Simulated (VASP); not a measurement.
# Al3SiNO (P2/m) in VASP: a series of runs

The runs below take Al3SiNO through single point, relaxation of cell and atoms, with PBE.

Program: VASP 6.6.1. These are calculated values, not measurements. Logs are shortened: lines on timing, memory, paths and dates and some standing lists are left out, and cuts for length are marked.

**1. The cell of the first run**

The structure is monoclinic, space group P2/m (No. 10). Conventional cell: a = 4.810 Å, b = 3.921 Å, c = 4.915 Å, α = 90.00°, β = 118.58°, γ = 90.00°. Within 3.2 Å of Al (site symmetry m) lie 5 Al at 2.39 to 3.01 Å and 2 O at 2.40 Å and 2 Si at 2.47 Å and 3 N at 2.81 to 2.85 Å. Al (site symmetry 2/m) has 4 Al at 2.39 Å and 2 O at 2.40 Å and 2 Si at 2.46 Å and 4 N at 3.16 Å within 3.2 Å. Within 3.2 Å of Si (site symmetry 2/m) lie 6 Al at 2.46 to 2.47 Å and 2 O at 2.48 Å and 4 N at 3.10 Å. N (site symmetry 2/m) has 10 Al at 2.81 to 3.16 Å and 4 Si at 3.10 Å and 4 O at 3.14 Å within 3.7 Å. Within 3.2 Å of O (site symmetry 2/m) lie 6 Al at 2.40 Å and 2 Si at 2.48 Å and 4 N at 3.14 Å.

**2. Single point, PBE**

File INCAR:

```
SYSTEM = Al3SiNO
  PREC = Accurate
  ENCUT = 520
  EDIFF = 1E-7
  ISMEAR = 0
  SIGMA = 0.1
  LREAL = .FALSE.
  LASPH = .TRUE.
  NELM = 80
  ALGO = Normal
  ISIF = 2
  LWAVE = .FALSE.
  LCHARG = .FALSE.
  GGA = PE
  NBANDS = 21
```

File KPOINTS:

```
regular mesh
0
G
  4 4 4
  0 0 0
```

File POSCAR:

```
Al3SiNO
1.0
    4.8097241000      0.0000000000      0.0000000000
    0.0000000000      3.9209335100      0.0000000000
   -2.3511994100      0.0000000000      4.3163781000
Al Si N O
3 1 1 1
Direct
    0.3262700100      0.0000000000      0.6517660000
    0.6737299900      0.0000000000      0.3482340000
    0.5000000000      0.5000000000      0.5000000000
    0.5000000000      0.5000000000      0.0000000000
    0.0000000000      0.0000000000      0.0000000000
    0.0000000000      0.5000000000      0.5000000000
```

Potentials or basis: VASP PAW PBE potentials, release 64 (Al, Si, N, O).

The run is started by

```sh
$ cat potpaw_PBE.64/Al/POTCAR potpaw_PBE.64/Si/POTCAR potpaw_PBE.64/N/POTCAR potpaw_PBE.64/O/POTCAR > POTCAR
$ mpirun -np 1 vasp_std > vasp.out
```

OUTCAR:

```text
SYSTEM = Al3SiNO
   PREC = Accurate
   ENCUT = 520
   EDIFF = 1E-7
   ISMEAR = 0
   LREAL = .FALSE.
   LASPH = .TRUE.
   NELM = 80
   ISIF = 2
   GGA = PE

 ion  position               nearest neighbor table
   1  0.326  0.000  0.652-   3 2.39   3 2.39   6 2.40   6 2.40   4 2.47   4 2.47   2 2.72   2 2.76
                             2 3.01
   2  0.674  0.000  0.348-   3 2.39   3 2.39   6 2.40   6 2.40   4 2.47   4 2.47   1 2.72   1 2.76
                             1 3.01
   3  0.500  0.500  0.500-   1 2.39   2 2.39   1 2.39   2 2.39   6 2.40   6 2.40   4 2.46   4 2.46

   4  0.500  0.500  0.000-   3 2.46   3 2.46   1 2.47   2 2.47   1 2.47   2 2.47   6 2.48   6 2.48

   5  0.000  0.000  0.000-
   6  0.000  0.500  0.500-   1 2.40   2 2.40   1 2.40   2 2.40   3 2.40   3 2.40   4 2.48   4 2.48

  LATTYP: Found a simple monoclinic cell.
 ALAT       =     4.8097241000
 B/A-ratio  =     0.8152096520
 C/A-ratio  =     1.0219311476
 COS(beta)  =    -0.4783520760

  Lattice vectors:

 A1 = (   4.8097241000,   0.0000000000,   0.0000000000)
 A2 = (   0.0000000000,   3.9209335100,   0.0000000000)
 A3 = (  -2.3511994100,   0.0000000000,   4.3163781000)

Analysis of symmetry for initial positions (statically):
=====================================================================
 Subroutine PRICEL returns:
 Original cell was already a primitive cell.

 Routine SETGRP: Setting up the symmetry group for a
 simple monoclinic supercell.

 Subroutine GETGRP returns: Found  4 space group operations
 (whereof  4 operations were pure point group operations)
 out of a pool of  4 trial point group operations.

The static configuration has the point symmetry C_2h.

Analysis of symmetry for dynamics (positions and initial velocities):
=====================================================================
 Subroutine PRICEL returns:
 Original cell was already a primitive cell.

 Routine SETGRP: Setting up the symmetry group for a
 simple monoclinic supercell.

 Subroutine GETGRP returns: Found  4 space group operations
 (whereof  4 operations were pure point group operations)
 out of a pool of  4 trial point group operations.

The dynamic configuration has the point symmetry C_2h.

 Subroutine INISYM returns: Found  4 space group operations
 (whereof  4 operations are pure point group operations),
 and found     1 'primitive' translations

----------------------------------------------------------------------------------------

                                     Primitive cell

  volume of cell :      81.4009

  direct lattice vectors                    reciprocal lattice vectors
     4.809724100  0.000000000  0.000000000     0.207912134  0.000000000  0.113253027
     0.000000000  3.920933510  0.000000000     0.000000000  0.255041305  0.000000000
    -2.351199410  0.000000000  4.316378100     0.000000000  0.000000000  0.231675719

  length of vectors
     4.809724100  3.920933510  4.915206869     0.236756633  0.255041305  0.231675719

  position of ions in fractional coordinates (direct lattice)
     0.326270010  0.000000000  0.651766000
     0.673729990  0.000000000  0.348234000
     0.500000000  0.500000000  0.500000000
     0.500000000  0.500000000  0.000000000
     0.000000000  0.000000000  0.000000000
     1.000000000  0.500000000  0.500000000

  ion indices of the primitive-cell ions
   primitive index   ion index
                 1           1
                 2           2
                 3           3
                 4           4
                 5           5
                 6           6

----------------------------------------------------------------------------------------

 KPOINTS: regular mesh

Automatic generation of k-mesh.
 Grid dimensions read from file:
 generate k-points for:    4    4    4

 Generating k-lattice:

  Cartesian coordinates                     Fractional coordinates (reciprocal lattice)
     0.051978033  0.000000000  0.028313257     0.250000000  0.000000000 -0.000000000
     0.000000000  0.063760326  0.000000000     0.000000000  0.250000000  0.000000000
[... 48 lines left out ...]

 number of electron      24.0000004 magnetization

 Free energy of the ion-electron system (eV)
  ---------------------------------------------------
  ext. energy  EPLUGINS =         0.00000000
  ---------------------------------------------------
  free energy    TOTEN  =       -25.19059140 eV

  energy without entropy =      -25.16952637  energy(sigma->0) =      -25.18005888

 E-fermi :   6.9197     XC(G=0): -10.4351

 val. band max:        6.9187695457   @ k =   0.0000   0.0000   0.2500
 cond. band min:       6.9213790821   @ k =   0.2500   0.2500   0.2500
 fundamental gap:      0.0026095364
 Fermi energy:         6.9196810795

 k-point     1 :       0.0000    0.0000    0.0000
  band No.  band energies     occupation
      1     -11.8519      2.00000
      2      -5.8332      2.00000
      3      -2.5820      2.00000
      4      -0.5719      2.00000
      5       1.4276      2.00000
      6       1.9682      2.00000
[... 13 lines left out ...]
     20      12.9370      0.00000
     21      13.8992      0.00000

 k-point     2 :       0.2500    0.0000   -0.0000
  band No.  band energies     occupation
      1     -11.8048      2.00000
      2      -5.6950      2.00000
      3      -3.6171      2.00000
      4       0.4546      2.00000
      5       0.8267      2.00000
      6       1.6675      2.00000
[... 13 lines left out ...]
     20      13.4873      0.00000
     21      13.7992      0.00000

 k-point     3 :       0.5000    0.0000   -0.0000
  band No.  band energies     occupation
      1     -11.7566      2.00000
      2      -5.3762      2.00000
      3      -4.5311      2.00000
      4       0.3905      2.00000
      5       1.8666      2.00000
      6       1.9947      2.00000
[... 13 lines left out ...]
     20      13.6244      0.00000
     21      14.6980      0.00000
[... 457 lines left out ...]
 k-point    23 :       0.2500    0.0000    0.5000
  band No.  band energies     occupation
      1     -11.7836      2.00000
      2      -5.6341      2.00000
      3      -3.2282      2.00000
      4      -1.6254      2.00000
      5       1.8317      2.00000
      6       2.0203      2.00000
[... 13 lines left out ...]
     20      13.6236      0.00000
     21      14.3300      0.00000

 k-point    24 :       0.5000    0.0000    0.5000
  band No.  band energies     occupation
      1     -11.7832      2.00000
      2      -5.5922      2.00000
      3      -2.7839      2.00000
      4      -2.3579      2.00000
      5       1.8195      2.00000
      6       2.0731      2.00000
[... 13 lines left out ...]
     20      13.8616      0.00000
     21      13.9924      0.00000

 [... further k-points ...]

------------------------ aborting loop because EDIFF is reached ----------------------------------------

  FORCE on cell =-STRESS in cart. coord.  units (eV):
  Direction    XX          YY          ZZ          XY          YZ          ZX
  --------------------------------------------------------------------------------------
  -------------------------------------------------------------------------------------
  Total       -2.0211025     12.6213657     -0.9195083      0.0000000      0.0000000     -3.0022554
  in kB      -39.7804593    248.4207173    -18.0982729      0.0000000      0.0000000    -59.0920544
  external PRESSURE =      63.5139950 kB  Pullay stress =       0.0000000 kB

 VOLUME and BASIS-vectors are now :
 -----------------------------------------------------------------------------
  energy-cutoff  :      520.00
  volume of cell :       81.40
      direct lattice vectors                 reciprocal lattice vectors
     4.809724100  0.000000000  0.000000000     0.207912134  0.000000000  0.113253027
     0.000000000  3.920933510  0.000000000     0.000000000  0.255041305  0.000000000
    -2.351199410  0.000000000  4.316378100     0.000000000  0.000000000  0.231675719

 POSITION                                       TOTAL-FORCE (eV/Angst)
 -----------------------------------------------------------------------------------
      0.03684      0.00000      2.81327        -1.707118      0.000000      0.432831
      2.42169      0.00000      1.50311         1.707118      0.000000     -0.432831
      1.22926      1.96047      2.15819         0.000000      0.000000      0.000000
      2.40486      1.96047      0.00000         0.000000      0.000000      0.000000
      0.00000      0.00000      0.00000         0.000000      0.000000      0.000000
     -1.17560      1.96047      2.15819         0.000000      0.000000      0.000000
 -----------------------------------------------------------------------------------
    total drift:                                0.000000      0.000000     -0.000000

  FREE ENERGIE OF THE ION-ELECTRON SYSTEM (eV)
  ---------------------------------------------------
  free  energy   TOTEN  =       -25.1905913998 eV

  energy  without entropy=      -25.1695263692  energy(sigma->0) =      -25.18005888
```

It took 42 s on 1 thread of Intel Xeon Platinum 8259CL at 2.50GHz (Skylake/Cascade Lake), shared host; peak memory 0.22 GiB.

Results:

```
Free energy            : -25.1906 eV
Pressure               : 6.4 GPa
Largest force          : 1.761 eV/Å
Band gap on the k mesh : zero (band 12 reaches 7.16 eV, above the bottom of band 13 at 5.60 eV)
```

Forces in eV/Å, atoms in the order of the input:
```
Al  -1.707  0.000  0.433
Al   1.707  0.000 -0.433
Al   0.000  0.000  0.000
Si   0.000  0.000  0.000
N    0.000  0.000  0.000
O    0.000  0.000  0.000
```

Levels at points of the mesh, in eV from the Fermi level:
```csv
k point,band 8,band 9,band 10,band 11,band 12,band 13,band 14,band 15,band 16,band 17
"(0.00, 0.00, 0.00)",-4.14,-1.92,-1.40,-1.13,-0.40,0.41,1.51,2.20,2.46,2.66
"(0.50, 0.00, 0.00)",-2.88,-2.32,-1.84,-1.02,-0.51,-0.16,1.06,1.59,2.07,2.98
"(0.00, 0.50, 0.00)",-2.76,-2.49,-2.35,-2.25,-2.14,-1.31,-0.91,2.75,2.84,5.57
"(0.50, 0.50, 0.00)",-4.11,-3.06,-2.33,-0.25,0.08,0.13,0.42,2.30,2.36,4.24
"(0.00, 0.00, 0.50)",-3.16,-2.43,-1.67,-0.13,0.12,0.74,0.78,1.43,2.42,2.97
"(0.50, 0.00, 0.50)",-3.25,-1.71,-1.47,-1.14,-0.25,0.20,0.87,2.06,2.17,3.74
"(0.00, 0.50, 0.50)",-4.69,-2.67,-1.31,-0.48,0.11,0.36,2.07,2.85,3.37,4.39
"(0.50, 0.50, 0.50)",-4.99,-2.49,-1.35,-0.27,0.23,1.97,2.03,3.35,3.40,3.69
```

Caveat: the k points lie up to 0.40 Å⁻¹ apart; forces of over 1 eV/Å act on the atoms, so gaps and moduli don't describe the material at rest.

[end of part 1 of 2]
